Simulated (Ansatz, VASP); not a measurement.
Two plane-wave programs on Al2O3

```xyz
10
Lattice="2.2459 1.2967 4.8984 -2.2459 1.2967 4.8984 0.0000 -2.5934 4.8984" Properties=species:S:1:pos:R:3 pbc="T T T"
Al    0.0000    0.0000   12.5207
Al    0.0000    0.0000    9.5219
Al    0.0000    0.0000    2.1744
Al    0.0000    0.0000    5.1732
O    -0.8721   -1.2967    6.1229
O     1.5590   -0.1069    6.1229
O    -0.6869    1.4036    6.1229
O     0.8721    1.2967    8.5721
O    -1.5590    0.1069    8.5721
O     0.6869   -1.4036    8.5721
```

Alike in both runs: task single point; functional PBEsol; k mesh 6 × 6 × 6; occupations gaussian, width 0.05 eV; no spin polarisation.

|  | VASP | Ansatz |
| --- | --- | --- |
| version | VASP 6.6.1 | Ansatz 0.2.0 |
| potentials or method | VASP PAW PBE potentials, release 64 (Al, O), cutoff 520 eV | scalar-relativistic, plane waves, PAW |
| valence electrons in the cell | 48 | 48 |

|  | VASP | Ansatz | Ansatz less VASP |
| --- | --- | --- | --- |
| gap on the k mesh at the Fermi level (eV) | 4.51 | 4.51 | -0.002 |
| least direct gap on the mesh (eV) | 4.51 | 4.51 | -0.002 |
| pressure (GPa) | 4.6 | 4.5 | -0.18 |
| traceless stress, the component that is largest in VASP (GPa) | -52.89 | -52.74 | +0.152 |
| rms of the force components (eV/Å) | 0.308 | 0.307 | -0.0007 |

VASP's potentials were made for PBE, not for PBEsol, and Ansatz warns of the same on its side. Atom by atom the forces differ by 0.010 eV/Å (rms over components). With one functional, cell and mesh, what is left measures potentials, basis and numerics.
